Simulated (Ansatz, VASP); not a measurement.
**CdSe: VASP beside Ansatz**

POSCAR

```
CdSe
1.0
    4.2507029418      0.0000000000      0.0000000000
   -2.1253514709      3.6812167315      0.0000000000
    0.0000000000      0.0000000000     13.8696647248
Cd Se
4 4
Direct
    0.0000000000      0.0000000000     -0.0002015640
    0.3333333333      0.6666666667      0.2499621337
    0.0000000000      0.0000000000      0.4997984360
    0.6666666667      0.3333333333      0.7499621337
    0.0000000000      0.0000000000      0.1874999893
    0.3333333333      0.6666666667      0.4377394409
    0.0000000000      0.0000000000      0.6874999893
    0.6666666667      0.3333333333      0.9377394409
```

Contents of INCAR.step1:

```
PREC = Accurate
ENCUT = 520
ISMEAR = 0
SIGMA = 0.01
LREAL = F
LASPH = T
NELM = 80
NBANDS = 46
GGA = PE
ALGO = Normal
EDIFF = 1E-4
LWAVE = T
LCHARG = F
```

File INCAR.step2:

```
PREC = Accurate
ENCUT = 520
EDIFF = 1E-6
ISMEAR = 0
SIGMA = 0.01
LREAL = F
LASPH = T
NELM = 80
ALGO = Normal
ISIF = 2
LWAVE = F
LCHARG = T
METAGGA = R2SCAN
LMIXTAU = T
LELF = T
LVHAR = T
NBANDS = 46
ISTART = 1
```

File KPOINTS:

```
Automatic mesh
0
Gamma
  6 6 2
```

Input for Ansatz:

```yaml
crystal:
  lattice:
    - [4.2507029418, 0.0, 0.0]
    - [-2.1253514709, 3.6812167315, 0.0]
    - [0.0, 0.0, 13.8696647248]
  atoms:
    - { symbol: Cd, position: [0.0, 0.0, -0.000201564] }
    - { symbol: Cd, position: [0.3333333333, 0.6666666667, 0.2499621337] }
    - { symbol: Cd, position: [0.0, 0.0, 0.499798436] }
    - { symbol: Cd, position: [0.6666666667, 0.3333333333, 0.7499621337] }
    - { symbol: Se, position: [0.0, 0.0, 0.1874999893] }
    - { symbol: Se, position: [0.3333333333, 0.6666666667, 0.4377394409] }
    - { symbol: Se, position: [0.0, 0.0, 0.6874999893] }
    - { symbol: Se, position: [0.6666666667, 0.3333333333, 0.9377394409] }
kpoints:
  mp_grid: { grid: [6, 6, 2] }
hamiltonian:
  xc: r2scan
scf:
  occupations: { method: fixed }
  n_extra_bands: 6
output:
  forces: true
  stress: true
  eigenvalues: true
```

Alike in both runs: task single point; functional r2SCAN; k mesh 6 × 6 × 2; no spin polarisation.

```csv
,VASP,Ansatz
version,VASP 6.6.1,Ansatz 0.2.0
potentials or method,"VASP PAW PBE potentials, release 64 (Cd, Se)","plane waves, PAW"
plane-wave cutoff (eV),520,500
occupations,"gaussian, width 0.01 eV",fixed
valence electrons in the cell,72,144
```

Ansatz gave:

```
gap on the k mesh at the Fermi level (eV) : 1.21
pressure (GPa)                            : 3.7
```

What did VASP give for the same quantities?

gap on the k mesh at the Fermi level (eV): 1.20; pressure (GPa): 4.0.

VASP's potentials were made for PBE, not for r2SCAN. VASP's potentials hold 72 valence electrons a cell and Ansatz's 144, so a difference there can come from the potentials and not from the codes.
